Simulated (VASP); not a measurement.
# SiNi2 (Pnma) in VASP: further runs

SiNi2 is run at these levels: RPBE+D3(BJ), BLYP; tasks: single point.

Program: VASP 6.6.1. These are calculated values, not measurements. Logs are shortened: lines on timing, memory, paths and dates and some standing lists are left out, and cuts for length are marked.

**1. The cell of the first run**

The structure is orthorhombic, space group Pnma (No. 62). The conventional cell has a = 4.680 Å, b = 3.608 Å, c = 6.792 Å, α = 90.00°, β = 90.00°, γ = 90.00°. Within 3.0 Å of Ni (site symmetry m) lie 5 Si at 2.23 to 2.46 Å and 8 Ni at 2.43 to 2.58 Å. Within 3.0 Å of Ni (site symmetry m) lie 5 Si at 2.25 to 2.48 Å and 8 Ni at 2.39 to 2.58 Å. Si (site symmetry m) has 11 Ni at 2.23 to 3.13 Å and 4 Si at 2.95 to 3.03 Å within 3.2 Å.

**2. Single point, RPBE+D3(BJ), collinear spin, ferromagnetic start**

Contents of INCAR:

```
SYSTEM = SiNi2
ALGO = Normal ; EDIFF = 1E-7
ENCUT = 520 ; GGA = RP
ISIF = 2 ; ISMEAR = -1
ISPIN = 2 ; IVDW = 12
LASPH = .True. ; LCHARG = .False.
LMAXMIX = 4 ; LORBIT = 11
LREAL = .False. ; LUSENCCL = .False.
LWAVE = .False. ; MAGMOM = 1 1 1 1 1 1 1 1 0 0 0 0
NBANDS = 64 ; NELM = 150
PREC = Accurate ; SIGMA = 0.05
```

Contents of KPOINTS:

```
k-points
0
Gamma
  6 7 4
  0 0 0
```

Contents of POSCAR:

```
SiNi2
1.0
    4.6797344574      0.0000000000      0.0000000000
    0.0000000000      3.6082008708      0.0000000000
    0.0000000000      0.0000000000      6.7916262307
Ni Si
8 4
Direct
    0.3281152583      0.7500000000      0.9369873953
    0.6718847417      0.2500000000      0.0630126047
    0.1718847417      0.2500000000      0.4369873953
    0.8281152583      0.7500000000      0.5630126047
    0.4541180230      0.7500000000      0.2843377060
    0.5458819770      0.2500000000      0.7156622940
    0.0458819770      0.2500000000      0.7843377060
    0.9541180230      0.7500000000      0.2156622940
    0.8059619184      0.7500000000      0.8922904603
    0.1940380816      0.2500000000      0.1077095397
    0.6940380816      0.2500000000      0.3922904603
    0.3059619184      0.7500000000      0.6077095397
```

Potentials or basis: VASP PAW PBE potentials, release 64 (Ni, Si).

Command:

```sh
$ cat potpaw_PBE.64/Ni/POTCAR potpaw_PBE.64/Si/POTCAR > POTCAR
$ mpirun -np 1 vasp_std > vasp.out
```

OUTCAR:

```text
SYSTEM = SiNi2
   EDIFF = 1E-7
   ENCUT = 520
   GGA = RP
   ISIF = 2
   ISMEAR = -1
   ISPIN = 2
   IVDW = 12
   LASPH = .True.
   LORBIT = 11
   LREAL = .False.
   NELM = 150
   PREC = Accurate
 IVDW          = 12

 ion  position               nearest neighbor table
   1  0.328  0.750  0.937-  10 2.23  10 2.23  12 2.24   9 2.26   5 2.43   9 2.46   7 2.46   7 2.46
                             6 2.56   6 2.56   2 2.56   2 2.56   8 2.58
   2  0.672  0.250  0.063-   9 2.23   9 2.23  11 2.24  10 2.26   6 2.43  10 2.46   8 2.46   8 2.46
                             5 2.56   5 2.56   1 2.56   1 2.56   7 2.58
   3  0.172  0.250  0.437-  12 2.23  12 2.23  10 2.24  11 2.26   7 2.43  11 2.46   5 2.46   5 2.46
                             8 2.56   8 2.56   4 2.56   4 2.56   6 2.58
   4  0.828  0.750  0.563-  11 2.23  11 2.23   9 2.24  12 2.26   8 2.43  12 2.46   6 2.46   6 2.46
                             7 2.56   7 2.56   3 2.56   3 2.56   5 2.58
   5  0.454  0.750  0.284-  11 2.25  11 2.25  12 2.30   8 2.39   8 2.39   1 2.43   3 2.46   3 2.46
                            10 2.48  10 2.48   2 2.56   2 2.56   4 2.58
   6  0.546  0.250  0.716-  12 2.25  12 2.25  11 2.30   7 2.39   7 2.39   2 2.43   4 2.46   4 2.46
                             9 2.48   9 2.48   1 2.56   1 2.56   3 2.58
   7  0.046  0.250  0.784-   9 2.25   9 2.25  10 2.30   6 2.39   6 2.39   3 2.43   1 2.46   1 2.46
                            12 2.48  12 2.48   4 2.56   4 2.56   2 2.58
   8  0.954  0.750  0.216-  10 2.25  10 2.25   9 2.30   5 2.39   5 2.39   4 2.43   2 2.46   2 2.46
                            11 2.48  11 2.48   3 2.56   3 2.56   1 2.58
   9  0.806  0.750  0.892-   2 2.23   2 2.23   4 2.24   7 2.25   7 2.25   1 2.26   8 2.30   1 2.46
                             6 2.48   6 2.48  10 2.95  10 2.95  12 3.03  12 3.03
  10  0.194  0.250  0.108-   1 2.23   1 2.23   3 2.24   8 2.25   8 2.25   2 2.26   7 2.30   2 2.46
                             5 2.48   5 2.48   9 2.95   9 2.95  11 3.03  11 3.03
  11  0.694  0.250  0.392-   4 2.23   4 2.23   2 2.24   5 2.25   5 2.25   3 2.26   6 2.30   3 2.46
                             8 2.48   8 2.48  12 2.95  12 2.95  10 3.03  10 3.03
  12  0.306  0.750  0.608-   3 2.23   3 2.23   1 2.24   6 2.25   6 2.25   4 2.26   5 2.30   4 2.46
                             7 2.48   7 2.48  11 2.95  11 2.95   9 3.03   9 3.03

  LATTYP: Found a simple orthorhombic cell.
 ALAT       =     3.6082008708
 B/A-ratio  =     1.2969717111
 C/A-ratio  =     1.8822749824

  Lattice vectors:

 A1 = (   0.0000000000,  -3.6082008708,   0.0000000000)
 A2 = (   4.6797344574,   0.0000000000,   0.0000000000)
 A3 = (   0.0000000000,   0.0000000000,   6.7916262307)

Analysis of symmetry for initial positions (statically):
=====================================================================
 Subroutine PRICEL returns:
 Original cell was already a primitive cell.

 Routine SETGRP: Setting up the symmetry group for a
 simple orthorhombic supercell.

 Subroutine GETGRP returns: Found  8 space group operations
 (whereof  2 operations were pure point group operations)
 out of a pool of  8 trial point group operations.

The static configuration has the point symmetry S_2 .
 The point group associated with its full space group is D_2h.

Analysis of symmetry for dynamics (positions and initial velocities):
=====================================================================
 Subroutine PRICEL returns:
 Original cell was already a primitive cell.

 Routine SETGRP: Setting up the symmetry group for a
 simple orthorhombic supercell.

 Subroutine GETGRP returns: Found  8 space group operations
 (whereof  2 operations were pure point group operations)
 out of a pool of  8 trial point group operations.

The dynamic configuration has the point symmetry S_2 .
 The point group associated with its full space group is D_2h.

Analysis of structural, dynamic, and magnetic symmetry:
=====================================================================
 Subroutine PRICEL returns:
 Original cell was already a primitive cell.

 Routine SETGRP: Setting up the symmetry group for a
 simple orthorhombic supercell.

 Subroutine GETGRP returns: Found  8 space group operations
 (whereof  2 operations were pure point group operations)
 out of a pool of  8 trial point group operations.

The overall configuration has the point symmetry S_2 .
 The point group associated with its full space group is D_2h.

 Subroutine INISYM returns: Found  8 space group operations
 (whereof  2 operations are pure point group operations),
 and found     1 'primitive' translations

----------------------------------------------------------------------------------------

                                     Primitive cell

  volume of cell :     114.6795

  direct lattice vectors                    reciprocal lattice vectors
     4.679734457  0.000000000  0.000000000     0.213687338  0.000000000  0.000000000
     0.000000000  3.608200871  0.000000000     0.000000000  0.277146433  0.000000000
     0.000000000  0.000000000  6.791626231     0.000000000  0.000000000  0.147240140

  length of vectors
     4.679734457  3.608200871  6.791626231     0.213687338  0.277146433  0.147240140

  position of ions in fractional coordinates (direct lattice)
     0.328115258  0.750000000  0.936987395
     0.671884742  0.250000000  0.063012605
     0.171884742  0.250000000  0.436987395
     0.828115258  0.750000000  0.563012605
     0.454118023  0.750000000  0.284337706
     0.545881977  0.250000000  0.715662294
     0.045881977  0.250000000  0.784337706
     0.954118023  0.750000000  0.215662294
     0.805961918  0.750000000  0.892290460
     0.194038082  0.250000000  0.107709540
     0.694038082  0.250000000  0.392290460
     0.305961918  0.750000000  0.607709540

  ion indices of the primitive-cell ions
[... 78 lines left out ...]
   ICHARG =      2    charge: 1-file 2-atom 10-const
   ISPIN  =      2    spin polarized calculation?
   LNONCOLLINEAR =      F non collinear calculations
   LSORBIT =      F    spin-orbit coupling
   LASPH  =      T    aspherical Exc in radial PAW
   ENCUT  =  520.0 eV  38.22 Ry    6.18 a.u.   8.70  6.71 12.63*2*pi/ulx,y,z
   NELM   =    150;   NELMIN=  2; NELMDL= -5     # of ELM steps
   EDIFF  = 0.1E-06   stopping-criterion for ELM
   LREAL  =      F    real-space projection
   EDIFFG = 0.1E-05   stopping-criterion for IOM
   NSW    =      0    number of steps for IOM
   IBRION =     -1    ionic relax: 0-MD 1-quasi-New 2-CG
   NFREE  =      0    steps in history (QN), initial steepest desc. (CG)
   ISIF   =      2    stress and relaxation
   ISYM   =      2    0-nonsym 1-usesym 2-fastsym
   POTIM  = 0.5000    time-step for ionic-motion
   TEBEG  =    0.0;   TEEND  =   0.0 temperature during run
   PSTRESS=    0.0 pullay stress
   NELECT =      96.0000    total number of electrons
   NUPDOWN=      -1.0000    fix difference up-down
   EMIN   =  10.00;   EMAX   =-10.00  energy-range for DOS
   EFERMI =   0.00;   METHOD = LEGACY
   ISMEAR =    -1;   SIGMA  =   0.05  broadening in eV -4-tet -1-fermi 0-gaus
   EFERMI_NEDOS =   21; number of points for ismear=-14 and -15
   IALGO  =     38    algorithm
   IMIX   =      4    mixing-type and parameters
     AMIX     =   0.40;   BMIX     =  1.00
     AMIX_MAG =   1.60;   BMIX_MAG =  1.00
  volume/ion in A,a.u.               =       9.56        64.49
  Fermi-wavevector in a.u.,A,eV,Ry     =   1.542896  2.915651 32.389054  2.380528
  Thomas-Fermi vector in A             =   2.648636
   LORBIT       =     11    0 simple, 1 ext, 2 COOP (PROOUT), +10 PAW based schemes
   GGA     = RP    functional components
   LHFCALC =     F    Hartree Fock is set to
   AEXX    =    0.0000 exact exchange contribution
   IVDW    =    12    specifies the selected vdW correction
   LEPSILON=     F    determine dielectric tensor
   LRPA    =     F    only Hartree local field effects (RPA)
 spin polarized calculation
  energy-cutoff  :      520.00
  volume of cell :      114.68
 maximum number of plane-waves:      3122
 NGX is ok and might be reduce to    36
   NGX = 17   NGY = 13   NGZ = 25

 number of electron      96.0000032 magnetization      -0.0000378

 number of electron      96.0000032 magnetization       0.0000120

 Free energy of the ion-electron system (eV)
  ---------------------------------------------------
  ext. energy  EPLUGINS =         0.00000000
  ---------------------------------------------------
  free energy    TOTEN  =       -64.12477908 eV

  energy without entropy =      -64.08329036  energy(sigma->0) =      -64.10403472

 E-fermi :  13.4699     XC(G=0): -13.5879

 val. band max:       13.4683853260   @ k =   0.3333   0.2857   0.2500
 cond. band min:      13.4716599065   @ k =   0.0000   0.0000   0.0000
 fundamental gap:      0.0032745806
 Fermi energy:        13.4698879400

 spin component 1

 k-point     1 :       0.0000    0.0000    0.0000
  band No.  band energies     occupation
      1      -0.4235      1.00000
      2       2.2546      1.00000
      3       2.6231      1.00000
      4       4.8919      1.00000
      5       6.1312      1.00000
      6       6.4730      1.00000
[... 1501 lines left out ...]
     59      19.1459      0.00000
     60      19.1459      0.00000

 [... further k-points ...]

 spin component 2

 k-point     1 :       0.0000    0.0000    0.0000
  band No.  band energies     occupation
      1      -0.4235      1.00000
      2       2.2546      1.00000
      3       2.6231      1.00000
      4       4.8919      1.00000
      5       6.1312      1.00000
      6       6.4730      1.00000
[... 1501 lines left out ...]
     59      19.1459      0.00000
     60      19.1459      0.00000

 [... further k-points ...]

 [bands above 60 left out]

------------------------ aborting loop because EDIFF is reached ----------------------------------------

 Edisp (eV)  -32.80365

 E8    (eV) :   -20.6893

  FORCE on cell =-STRESS in cart. coord.  units (eV):
  Direction    XX          YY          ZZ          XY          YZ          ZX
  --------------------------------------------------------------------------------------
  -------------------------------------------------------------------------------------
  Total      -0.29273    -0.16249    -0.29326    -0.00000     0.00000     0.00000
  in kB      -4.08964    -2.27007    -4.09709    -0.00000     0.00000     0.00000
  external pressure =       -3.49 kB  Pullay stress =        0.00 kB

 VOLUME and BASIS-vectors are now :
 -----------------------------------------------------------------------------
  energy-cutoff  :      520.00
  volume of cell :      114.68
      direct lattice vectors                 reciprocal lattice vectors
     4.679734457  0.000000000  0.000000000     0.213687338  0.000000000  0.000000000
     0.000000000  3.608200871  0.000000000     0.000000000  0.277146433  0.000000000
     0.000000000  0.000000000  6.791626231     0.000000000  0.000000000  0.147240140

 POSITION                                       TOTAL-FORCE (eV/Angst)
 -----------------------------------------------------------------------------------
      1.53549      2.70615      6.36367         0.001773      0.000000     -0.000085
      3.14424      0.90205      0.42796        -0.001773     -0.000000      0.000085
      0.80437      0.90205      2.96786        -0.001773     -0.000000     -0.000085
      3.87536      2.70615      3.82377         0.001773     -0.000000      0.000085
      2.12515      2.70615      1.93112        -0.009707     -0.000000     -0.016039
      2.55458      0.90205      4.86051         0.009707      0.000000      0.016039
      0.21472      0.90205      5.32693         0.009707     -0.000000     -0.016039
      4.46502      2.70615      1.46470        -0.009707      0.000000      0.016039
      3.77169      2.70615      6.06010        -0.015297     -0.000000     -0.002247
      0.90805      0.90205      0.73152         0.015297     -0.000000      0.002247
      3.24791      0.90205      2.66429         0.015297      0.000000     -0.002247
      1.43182      2.70615      4.12734        -0.015297     -0.000000      0.002247
 -----------------------------------------------------------------------------------
    total drift:                               -0.000000     -0.000000     -0.000000

  FREE ENERGIE OF THE ION-ELECTRON SYSTEM (eV)
  ---------------------------------------------------
  free  energy   TOTEN  =       -96.9284269792 eV

  energy  without entropy=      -96.8869382559  energy(sigma->0) =      -96.90768262

 total charge

# of ion       s       p       d       tot
------------------------------------------
    1        0.537   0.738   8.563   9.838
    2        0.537   0.738   8.563   9.838
    3        0.537   0.738   8.563   9.838
    4        0.537   0.738   8.563   9.838
    5        0.515   0.709   8.549   9.772
    6        0.515   0.709   8.549   9.772
    7        0.515   0.709   8.549   9.772
    8        0.515   0.709   8.549   9.772
    9        0.733   0.972   0.000   1.705
   10        0.733   0.972   0.000   1.705
   11        0.733   0.972   0.000   1.705
   12        0.733   0.972   0.000   1.705
--------------------------------------------------
tot          7.140   9.674  68.447  85.261

 magnetization (x)

# of ion       s       p       d       tot
------------------------------------------
    1       -0.000  -0.000   0.000   0.000
    2       -0.000  -0.000   0.000   0.000
    3       -0.000  -0.000   0.000   0.000
    4       -0.000  -0.000   0.000   0.000
    5       -0.000  -0.000   0.000   0.000
    6       -0.000  -0.000   0.000   0.000
    7       -0.000  -0.000   0.000   0.000
    8       -0.000  -0.000   0.000   0.000
    9        0.000  -0.000   0.000  -0.000
   10        0.000  -0.000   0.000  -0.000
   11        0.000  -0.000   0.000  -0.000
   12        0.000  -0.000   0.000  -0.000
--------------------------------------------------
tot         -0.000  -0.000   0.000   0.000
```

Wall time 11 min (1 × NVIDIA H100 80GB with 1 thread of AMD EPYC 7R13 (Zen 3), shared host); peak memory 1.6 GiB.

What came out:

- Free energy: -96.9284 eV
- Pressure: -0.3 GPa
- Largest force: 0.019 eV/Å
- Band gap on the k mesh: zero (filled and empty bands overlap)
- Net moment: 0.00 μB per cell
- Valence electrons inside the program's atomic spheres: Ni 9.84, 9.77 (each value once); Si 1.71
- Dispersion energy per atom: -2.734 eV

Forces in eV/Å, atoms in the order of the input:
```
Ni   0.002  0.000  0.000
Ni  -0.002  0.000  0.000
Ni  -0.002  0.000  0.000
Ni   0.002  0.000  0.000
Ni  -0.010  0.000 -0.016
Ni   0.010  0.000  0.016
Ni   0.010  0.000 -0.016
Ni  -0.010  0.000  0.016
Si  -0.015  0.000 -0.002
Si   0.015  0.000  0.002
Si   0.015  0.000 -0.002
Si  -0.015  0.000  0.002
```

Stress tensor (GPa, compression positive):
```
-0.41  0.00  0.00
 0.00 -0.23  0.00
 0.00  0.00 -0.41
```

Caveat: the dispersion term is far too large for a dense solid, which distorts pressure and volume; the moments typed at the start vanished in this run; the PAW data sets were made with another functional, which shifts forces and pressure a little.

(Part 1 of 2 ends here.)
